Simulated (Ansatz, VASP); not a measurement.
# Hf3ZrTe8 in VASP and in Ansatz

```
Zr Hf Te
1.0
    -0.00232   -3.97269    0.00222
    -9.92346   -0.00584    0.05956
     0.43308    0.00544   -9.92073
Zr Hf Te
1 3 8
Direct
  0.49983 0.49982 0.50027
  0.00017 0.25084 0.25031
  0.50005 0.00012 0.99984
  0.99997 0.74924 0.74958
  0.99929 0.20689 0.95912
  0.49937 0.95667 0.70944
  0.99904 0.70932 0.45942
  0.49924 0.45701 0.20771
  0.50074 0.54307 0.79267
  0.00065 0.29021 0.54061
  0.50094 0.04338 0.29029
  0.00071 0.79342 0.04074
```

Change from the starting cell: cell x1, atoms moved at random (sigma 0.1 Å) and cell strained at random (1.5 %), then relaxed without symmetry.

Alike in both runs: functional PBE; k mesh 6 × 2 × 2; occupations gaussian, width 0.2 eV; no spin polarisation.

Ansatz relaxed the structure, and its values are those at the end. VASP's run is a single point on that final structure, the one shown.

```csv
,VASP,Ansatz
version,VASP 6.6.1,Ansatz 0.2.0
potentials or method,"VASP PAW PBE potentials, release 64 (Zr_sv, Hf_pv, Te), cutoff 520 eV","scalar-relativistic, plane waves, PAW"
valence electrons in the cell,90,218
```

VASP gave:

```
gap on the k mesh at the Fermi level (eV) : none
pressure (GPa)                            : -0.1
rms of the force components (eV/Å)        : 0.013
```

**Question.** What did Ansatz give for the same quantities?

**Answer.** gap on the k mesh at the Fermi level (eV): none; pressure (GPa): 0.0; rms of the force components (eV/Å): 0.005.

A gap of «none» marks a metal or a gap that the smearing closes. VASP's potentials hold 90 valence electrons a cell and Ansatz's 218, so a difference there can come from the potentials and not from the codes.

Neither program's run includes spin-orbit coupling.
